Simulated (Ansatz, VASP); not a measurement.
## Be in VASP and in Ansatz

```
CELL_PARAMETERS angstrom
2.25441 0.00000 0.00000
-1.12721 1.95238 0.00000
0.00000 0.00000 3.53576
ATOMIC_POSITIONS crystal
Be 0.66667 0.33333 0.75000
Be 0.33333 0.66667 0.25000
```

Alike in both runs: task single point; functional LDA; k mesh 13 × 13 × 8; occupations fermi-dirac, width 0.05 eV; no spin polarisation.

```csv
,VASP,Ansatz
version,VASP 6.6.1,Ansatz 0.2.0
potentials or method,"VASP PAW LDA potentials, release 64 (Be)",Ansatz PAW
plane-wave cutoff (eV),520,420
valence electrons in the cell,4,4
```

Ansatz gave:

```
gap on the k mesh at the Fermi level (eV)                     : none
pressure (GPa)                                                : -3.7
traceless stress, the component that is largest in VASP (GPa) : -0.32
```

Q: What did VASP give for the same quantities?

A: gap on the k mesh at the Fermi level (eV): none; pressure (GPa): -3.3; traceless stress, the component that is largest in VASP (GPa): -0.31.

LDA's correlation is that of Perdew and Zunger in VASP and of Perdew and Wang (1992) in Ansatz. A gap of «none» marks a metal or a gap that the smearing closes.
